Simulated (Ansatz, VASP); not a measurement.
## GaSb: VASP beside Ansatz

```
CELL_PARAMETERS angstrom
0.00000 3.22094 3.04991
3.04991 0.00000 3.04991
3.04991 3.22094 0.00000
ATOMIC_POSITIONS crystal
Ga 0.00000 0.00000 0.00000
Sb 0.75000 0.75000 0.75000
```

Change from the starting cell: strain +e along x and -e along y +0.0000, strain +e along z and -e/2 along x and y +0.0367.

Alike in both runs: task single point; functional PBE; k mesh 12 × 12 × 12; occupations gaussian, width 0.15 eV; no spin polarisation.

|  | VASP | Ansatz |
| --- | --- | --- |
| version | VASP 6.6.1 | Ansatz 0.2.0 |
| potentials or method | VASP PAW PBE potentials, release 64 (Ga_d, Sb), cutoff 500 eV | scalar-relativistic, plane waves, PAW |
| valence electrons in the cell | 18 | 28 |

```tsv
	VASP	Ansatz	Ansatz less VASP
gap on the k mesh at the Fermi level (eV)	none	none	-
pressure (GPa)	0.1	0.0	-0.07
traceless stress, the component that is largest in VASP (GPa)	-1.66	-1.66	-0.003
```

A gap of «none» marks a metal or a gap that the smearing closes. VASP's potentials hold 18 valence electrons a cell and Ansatz's 28, so a difference there can come from the potentials and not from the codes.

Neither program's run includes spin-orbit coupling.
